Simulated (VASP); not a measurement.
GaP:

```
Ga P
1.0
     0.00000    2.72525    2.72525
     2.72525    0.00000    2.72525
     2.72525    2.72525    0.00000
Ga P
1 1
Direct
  0.00000 0.00000 0.00000
  0.25000 0.25000 0.25000
```

Base run:

- Program: VASP 6.6.1
- Functional: r2SCAN
- Potentials or basis: VASP PAW PBE potentials, release 64 (Ga_d, P)
- Cutoff: 520 eV
- k mesh: 8 × 8 × 8
- Occupations: gaussian, width 0.01 eV
- Spin: no spin polarisation

Its results: band gap on the k mesh 1.90 eV, indirect (least direct gap 2.34 eV); pressure 0.0 GPa.

Question: The run is repeated on the same cell with these changes: functional from r2SCAN to RPBE. What comes out?

Answer: Band gap on the k mesh 1.73 eV, indirect (least direct gap 1.96 eV); pressure 4.4 GPa.

r2SCAN gives the wider gap, since meta-GGAs in the generalised Kohn-Sham scheme recover part of the derivative discontinuity.

Caveats: the PAW data sets were made with another functional, which shifts forces and pressure a little.

A k mesh can miss the band edges.
